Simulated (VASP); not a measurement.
A run of VASP 6.6.1 is set up as follows.

File INCAR:

```
SYSTEM = Pd
ALGO     = Normal         ! electronic algorithm
EDIFF    = 1E-6           ! SCF threshold, eV
ENCUT    = 520            ! plane-wave cutoff, eV
GGA      = RP             ! functional
ISIF     = 2              ! what is computed and relaxed
ISMEAR   = -1             ! smearing method
ISPIN    = 2              ! spin polarisation
LASPH    = .True.         ! aspherical terms in the spheres
LCHARG   = .False.        ! write CHGCAR
LMAXMIX  = 4              ! l up to which the mixer works
LORBIT   = 11             ! projections on sites
LREAL    = .False.        ! projectors in reciprocal space
LWAVE    = .False.        ! write WAVECAR
MAGMOM   = 0.387 0.387 0.395 0.395 ! initial moments
NBANDS   = 32             ! bands
NELM     = 150            ! most SCF steps
PREC     = Accurate       ! precision mode
SIGMA    = 0.05           ! smearing width, eV
```

The input KPOINTS:

```
k-points
0
Gamma
  14 14 4
  0 0 0
```

Contents of POSCAR:

```
Pd
1.0
    2.6884732678      0.0000000000      0.0000000000
   -1.3442366339      2.3282861473      0.0000000000
    0.0000000000      0.0000000000      8.8923656422
Pd
4
Direct
    0.0000000000      0.0000000000      1.0000000000
    0.0000000000      0.0000000000      0.5000000000
    0.3333333333      0.6666666667      0.2500000000
    0.6666666667      0.3333333333      0.7500000000
```

Potentials or basis: VASP PAW PBE potentials, release 64 (Pd).

The run is started by

```console
$ cat potpaw_PBE.64/Pd/POTCAR > POTCAR
$ mpirun -np 1 vasp_std > vasp.out
```

Task: Estimate the pressure.

Result: 26.5 GPa.

Task: What does it give for the site moments?

Result: Pd +0.24 μB.

Task: What does it give for the net moment?

Result: 0.97 μB per cell.

Stress tensor (GPa, compression positive):
```
27.02  0.00  0.00
 0.00 27.02  0.00
 0.00  0.00 25.39
```

Caveat: the cell stands under pressure; a moment this small can come from the mesh or the smearing; the PAW data sets were made with another functional, which shifts forces and pressure a little.
